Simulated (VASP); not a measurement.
# AgB2 in VASP: notebook, part 2 of 2

VASP 6.6.1.

**3. Single point, PBEsol**

This run uses another cell than the first one, of 8.55 Å³/atom.

Contents of INCAR:

```
PREC = Accurate
ENCUT = 520
EDIFF = 1E-7
ISMEAR = -1
SIGMA = 0.05
LREAL = F
LASPH = T
NELM = 60
ALGO = Normal
ISIF = 2
LWAVE = F
LCHARG = F
GGA = PS
NBANDS = 16
```

Contents of KPOINTS:

```
regular mesh
0
Gamma
  8 8 4
```

Contents of POSCAR:

```
AgB2
1.0
    2.8794325195      0.0000000000      0.0000000000
   -1.4397162597      2.4936617103      0.0000000000
    0.0000000000      0.0000000000      3.5709391803
Ag B
1 2
Direct
    0.0000000000      0.0000000000      0.0000000000
    0.3333333333      0.6666666667      0.4999913332
    0.6666666667      0.3333333333      0.5000086668
```

Potentials or basis: VASP PAW PBE potentials, release 64 (Ag, B).

On the command line:

```console
> cat potpaw_PBE.64/Ag/POTCAR potpaw_PBE.64/B/POTCAR > POTCAR
> mpirun -np 1 vasp_std > vasp.out
```

OUTCAR:

```text
PREC = Accurate
   ENCUT = 520
   EDIFF = 1E-7
   ISMEAR = -1
   LREAL = F
   LASPH = T
   NELM = 60
   ISIF = 2
   GGA = PS

 ion  position               nearest neighbor table
   1  0.000  0.000  0.000-   2 2.44   3 2.44   2 2.44   3 2.44   3 2.44   2 2.44   3 2.44   2 2.44
                             2 2.44   3 2.44   3 2.44   2 2.44
   2  0.333  0.667  0.500-   3 1.66   3 1.66   3 1.66   1 2.44   1 2.44   1 2.44   1 2.44   1 2.44
                             1 2.44
   3  0.667  0.333  0.500-   2 1.66   2 1.66   2 1.66   1 2.44   1 2.44   1 2.44   1 2.44   1 2.44
                             1 2.44

  LATTYP: Found a hexagonal cell.
 ALAT       =     2.8794325195
 C/A-ratio  =     1.2401537998

  Lattice vectors:

 A1 = (   2.8794325195,   0.0000000000,   0.0000000000)
 A2 = (  -1.4397162597,   2.4936617103,   0.0000000000)
 A3 = (   0.0000000000,   0.0000000000,   3.5709391803)

Analysis of symmetry for initial positions (statically):
=====================================================================
 Subroutine PRICEL returns:
 Original cell was already a primitive cell.

 Routine SETGRP: Setting up the symmetry group for a
 hexagonal supercell.
[... 172 lines left out ...]
 cond. band min:      10.1969946285   @ k =   0.1250   0.0000   0.0000
 fundamental gap:      0.0206409355
 Fermi energy:        10.1947173354

 k-point     1 :       0.0000    0.0000    0.0000
  band No.  band energies     occupation
      1      -3.9685      2.00000
      2       3.0092      2.00000
      3       4.0556      2.00000
      4       4.0556      2.00000
      5       5.4172      2.00000
      6       5.4172      2.00000
[... 433 lines left out ...]
      3       2.8129      2.00000
      4       3.7494      2.00000
      5       3.8303      2.00000
      6       6.3034      2.00000
[... 8 lines left out ...]
     15      24.7715      0.00000
     16      27.6168      0.00000

 [... further k-points ...]

------------------------ aborting loop because EDIFF is reached ----------------------------------------

  FORCE on cell =-STRESS in cart. coord.  units (eV):
  Direction    XX          YY          ZZ          XY          YZ          ZX
  --------------------------------------------------------------------------------------
  -------------------------------------------------------------------------------------
  Total        7.2245783      7.2245782      7.1923514      0.0000000      0.0000000      0.0000000
  in kB      451.4359971    451.4359970    449.4222665      0.0000000      0.0000000      0.0000000
  external PRESSURE =     450.7647535 kB  Pullay stress =       0.0000000 kB

 VOLUME and BASIS-vectors are now :
 -----------------------------------------------------------------------------
  energy-cutoff  :      520.00
  volume of cell :       25.64
      direct lattice vectors                 reciprocal lattice vectors
     2.879432519  0.000000000  0.000000000     0.347290653  0.200508352  0.000000000
    -1.439716260  2.493661710  0.000000000     0.000000000  0.401016704  0.000000000
     0.000000000  0.000000000  3.570939180     0.000000000  0.000000000  0.280038374

 POSITION                                       TOTAL-FORCE (eV/Angst)
 -----------------------------------------------------------------------------------
      0.00000      0.00000      0.00000         0.000000      0.000000     -0.000000
     -0.00000      1.66244      1.78544         0.000000     -0.000000      0.000341
      1.43972      0.83122      1.78550        -0.000000      0.000000     -0.000341
 -----------------------------------------------------------------------------------
    total drift:                                0.000000      0.000000      0.000000

  FREE ENERGIE OF THE ION-ELECTRON SYSTEM (eV)
  ---------------------------------------------------
  free  energy   TOTEN  =       -15.1665635602 eV

  energy  without entropy=      -15.1499626590  energy(sigma->0) =      -15.15826311
```

OSZICAR:

```text
N       E                     dE             d eps       ncg     rms          rms(c)
DAV:   1     0.684914669744E+02    0.68491E+02   -0.79768E+03  1120   0.990E+02
DAV:   2    -0.186754633844E+02   -0.87167E+02   -0.78996E+02  1448   0.227E+02
DAV:   3    -0.204304232691E+02   -0.17550E+01   -0.17488E+01  1216   0.332E+01
DAV:   4    -0.204350009452E+02   -0.45777E-02   -0.45774E-02  1480   0.182E+00
DAV:   5    -0.204350291641E+02   -0.28219E-04   -0.28218E-04  1240   0.138E-01    0.166E+01
DAV:   6    -0.155879630492E+02    0.48471E+01   -0.96697E+00  1328   0.487E+01    0.159E+01
DAV:   7    -0.152357744683E+02    0.35219E+00   -0.19725E+00  1192   0.161E+01    0.678E+00
DAV:   8    -0.151699342014E+02    0.65840E-01   -0.14200E-01  1304   0.319E+00    0.190E+00
DAV:   9    -0.151683603607E+02    0.15738E-02   -0.47177E-03  1232   0.527E-01    0.925E-01
DAV:  10    -0.151665609664E+02    0.17994E-02   -0.25950E-03  1304   0.478E-01    0.408E-02
DAV:  11    -0.151665632039E+02   -0.22375E-05   -0.75375E-05  1224   0.690E-02    0.162E-02
DAV:  12    -0.151665635618E+02   -0.35788E-06   -0.83988E-07  1456   0.737E-03    0.431E-03
DAV:  13    -0.151665635602E+02    0.15866E-08   -0.23950E-08   928   0.208E-03
   1 F= -.15166564E+02 E0= -.15158263E+02  d E =-.166009E-01
```

stdout:

```text
POSCAR found type information on POSCAR AgB
 POSCAR found :  2 types and       3 ions
 scaLAPACK will be used
 -----------------------------------------------------------------------------
|                                                                             |
|                                                                             |
|     You enforced a specific xc type in the INCAR file but a different       |
|     I HOPE YOU KNOW WHAT YOU ARE DOING!                                     |
|                                                                             |
 -----------------------------------------------------------------------------

 LDA part: xc-table for (Slater+PW92), standard interpolation
 POSCAR, INCAR and KPOINTS ok, starting setup
 FFT: planning ... GRIDC
 FFT: planning ... GRID_SOFT
 FFT: planning ... GRID
 WAVECAR not read
 entering main loop
```

Wall time 13 s (1 thread of Intel Xeon Platinum 8488C (Sapphire Rapids), shared host); peak memory 0.15 GiB.

Results:

* Free energy: -15.1666 eV
* Pressure: 45.1 GPa
* Band gap on the k mesh: zero (an odd number of electrons rules out a gap without spin polarisation)

Caveat: the k points lie up to 0.44 Å⁻¹ apart, too coarse for converged energies and pressures of a metal; the PAW data sets were made with another functional, which shifts forces and pressure a little.

**4. Single point, PBEsol**

This run uses another cell than the first one, of 8.97 Å³/atom.

Contents of INCAR:

```
SYSTEM = AgB2
PREC     = Accurate       ! precision mode
ENCUT    = 520            ! plane-wave cutoff, eV
EDIFF    = 1E-6           ! SCF threshold, eV
ISMEAR   = -1             ! smearing method
SIGMA    = 0.05           ! smearing width, eV
LREAL    = .False.        ! projectors in reciprocal space
LASPH    = .True.         ! aspherical terms in the spheres
NELM     = 100            ! most SCF steps
ALGO     = Normal         ! electronic algorithm
ISIF     = 2              ! what is computed and relaxed
LWAVE    = .False.        ! write WAVECAR
LCHARG   = .True.         ! write CHGCAR
GGA      = PS             ! functional
LELF     = .True.         ! ELF
LVHAR    = .True.       
NBANDS   = 16             ! bands
```

Contents of KPOINTS:

```
regular mesh
0
Gamma
  8 8 4
  0 0 0
```

Contents of POSCAR:

```
AgB2
1.0
    2.9122814671      0.0000000000      0.0000000000
   -1.4561407335      2.5221097334      0.0000000000
    0.0000000000      0.0000000000      3.6649586828
Ag B
1 2
Direct
    0.0000000000      0.0000000000      0.0000000000
    0.3333333333      0.6666666667      0.4999977341
    0.6666666667      0.3333333333      0.5000022659
```

On the command line:

```console
> cat potpaw_PBE.64/Ag/POTCAR potpaw_PBE.64/B/POTCAR > POTCAR
> mpirun -np 1 vasp_std > vasp.out
```

Wall time 10 s (1 thread of Intel Xeon Platinum 8488C (Sapphire Rapids), shared host); peak memory 0.14 GiB.

Results (log left out):

```
Free energy            : -15.4648 eV
Pressure               : 30.0 GPa
Band gap on the k mesh : zero (an odd number of electrons rules out a gap without spin polarisation)
```

Stress tensor (GPa, compression positive):
```
30.03  0.00  0.00
 0.00 30.03  0.00
 0.00  0.00 29.84
```

Levels at points of the mesh, in eV from the Fermi level:
```tsv
k point	band 5	band 6	band 7	band 8	band 9	band 10	band 11	band 12
(0.00, 0.00, 0.00)	-4.52	-4.52	-4.36	1.24	1.24	2.88	7.21	7.21
(0.50, 0.00, 0.00)	-4.87	-3.80	-2.79	-2.43	2.35	3.63	4.52	6.92
(0.00, 0.00, 0.50)	-5.38	-4.81	-4.81	0.61	0.61	8.65	9.22	9.22
(0.50, 0.00, 0.50)	-4.54	-3.79	-3.75	-2.15	-0.13	1.29	6.43	10.48
```

Caveat: the k points lie up to 0.43 Å⁻¹ apart, too coarse for converged energies and pressures of a metal; the PAW data sets were made with another functional, which shifts forces and pressure a little.

**5. Single point, PBEsol**

This run uses another cell than the first one, of 10.30 Å³/atom.

Contents of INCAR:

```
PREC     = Accurate       # precision mode
ENCUT    = 520            # plane-wave cutoff, eV
EDIFF    = 1E-7           # SCF threshold, eV
ISMEAR   = -1             # smearing method
SIGMA    = 0.05           # smearing width, eV
LREAL    = False          # projectors in reciprocal space
LASPH    = True           # aspherical terms in the spheres
NELM     = 60             # most SCF steps
ALGO     = Normal         # electronic algorithm
ISIF     = 2              # what is computed and relaxed
LWAVE    = False          # write WAVECAR
LCHARG   = True           # write CHGCAR
GGA      = PS             # functional
LELF     = True           # ELF
LVHAR    = True         
NBANDS   = 16             # bands
```

Contents of KPOINTS:

```
regular mesh
0
Gamma
  8 8 4
```

Contents of POSCAR:

```
AgB2
1.0
    3.0085111556      0.0000000000      0.0000000000
   -1.5042555778      2.6054470883      0.0000000000
    0.0000000000      0.0000000000      3.9436456687
Ag B
1 2
Direct
    0.0000000000      0.0000000000      0.0000000000
    0.3333333333      0.6666666667      0.4999219566
    0.6666666667      0.3333333333      0.5000780434
```

On the command line:

```console
> cat potpaw_PBE.64/Ag/POTCAR potpaw_PBE.64/B/POTCAR > POTCAR
> mpirun -np 1 vasp_std > vasp.out
```

Run time: 18 s. Hardware: 1 thread of Intel Xeon Platinum 8488C (Sapphire Rapids), shared host; peak memory 0.15 GiB.

The run converged. Its results:

```yaml
Free_energy: -15.7978 eV
Pressure: 0.0 GPa
Largest_force: 0.003 eV/Å
Band_gap_on_the_k_mesh: zero (an odd number of electrons rules out a gap without spin polarisation)
```

Forces in eV/Å, atoms in the order of the input:
```
Ag   0.000  0.000  0.000
B    0.000  0.000  0.003
B    0.000  0.000 -0.003
```

Stress tensor (GPa, compression positive):
```
 0.04  0.00  0.00
 0.00  0.04  0.00
 0.00  0.00 -0.12
```

Levels at points of the mesh, in eV from the Fermi level:
| k point | band 7 | band 8 | band 9 | band 10 | band 11 | band 12 |
| --- | --- | --- | --- | --- | --- | --- |
| (0.00, 0.00, 0.00) | -3.86 | 1.26 | 1.26 | 1.73 | 7.33 | 7.33 |
| (0.50, 0.00, 0.00) | -2.64 | -1.85 | 2.45 | 3.10 | 4.10 | 6.04 |
| (0.00, 0.00, 0.50) | -4.13 | 0.87 | 0.87 | 8.14 | 8.73 | 8.73 |
| (0.50, 0.00, 0.50) | -2.86 | -2.46 | -0.27 | 1.28 | 6.29 | 9.48 |

Caveat: the k points lie up to 0.40 Å⁻¹ apart, too coarse for converged energies and pressures of a metal; the PAW data sets were made with another functional, which shifts forces and pressure a little.

**6. Overview**

```tsv
cell	gap on the mesh (eV)	pressure (GPa)
a = 2.953, b = 2.953, c = 3.784 Å, angles 90.0, 90.0, 120.0°, 3 atoms	none	15.0
a = 2.879, b = 2.879, c = 3.571 Å, angles 90.0, 90.0, 120.0°, 3 atoms	none	45.1
a = 2.912, b = 2.912, c = 3.665 Å, angles 90.0, 90.0, 120.0°, 3 atoms	none	30.0
a = 3.009, b = 3.009, c = 3.944 Å, angles 90.0, 90.0, 120.0°, 3 atoms	none	0.0
```

Alike in all rows: task single point; level PBEsol; potentials or basis VASP PAW PBE potentials, release 64 (Ag, B); no spin polarisation; k mesh 8 × 8 × 4; cutoff (eV) 520; smearing fermi-dirac 0.05 eV.

Caveats: all runs use coarse meshes; the PAW data sets were made with another functional, which shifts forces and pressure a little.

Total energies depend on the potentials used, so only differences within one code and one set of settings carry meaning.
